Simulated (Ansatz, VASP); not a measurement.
# MgO in VASP and in Ansatz

```
CELL_PARAMETERS angstrom
0.00000 2.10800 2.10800
2.10800 0.00000 2.10800
2.10800 2.10800 0.00000
ATOMIC_POSITIONS crystal
Mg 0.00000 0.00000 0.00000
O 0.50000 0.50000 0.50000
```

Alike in both runs: task single point; functional PBE; k mesh 9 × 9 × 9; occupations fermi-dirac, width 0.03 eV; no spin polarisation.

```csv
,VASP,Ansatz
version,VASP 6.6.1,Ansatz 0.2.0
potentials or method,"VASP PAW PBE potentials, release 64 (Mg, O), cutoff 600 eV","PAW, plane waves, scalar-relativistic"
valence electrons in the cell,8,16
```

```tsv
	VASP	Ansatz	Ansatz less VASP
gap on the k mesh at the Fermi level (eV)	4.70	4.72	+0.015
pressure (GPa)	3.2	4.2	+0.99
```

VASP's potentials hold 8 valence electrons a cell and Ansatz's 16, so a difference there can come from the potentials and not from the codes.
